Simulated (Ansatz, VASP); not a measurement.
**InAs in VASP and in Ansatz**

```
In As
1.0
     0.00000    3.05459    3.05459
     3.05459    0.00000    3.05459
     3.05459    3.05459    0.00000
In As
1 1
Direct
  0.00000 0.00000 0.00000
  0.25000 0.25000 0.25000
```

Alike in both runs: task single point; functional r2SCAN; k mesh 8 × 8 × 8; occupations fermi-dirac, width 0.02 eV; no spin polarisation.

|  | VASP | Ansatz |
| --- | --- | --- |
| version | VASP 6.6.1 | Ansatz 0.2.0 |
| potentials or method | VASP PAW PBE potentials, release 64 (In_d, As) | plane waves, PAW |
| plane-wave cutoff (eV) | 520 | 500 |
| valence electrons in the cell | 18 | 28 |

```tsv
	VASP	Ansatz	Ansatz less VASP
pressure (GPa)	0.0	0.0	0.00
```

VASP's potentials were made for PBE, not for r2SCAN. VASP's potentials hold 18 valence electrons a cell and Ansatz's 28, so a difference there can come from the potentials and not from the codes.
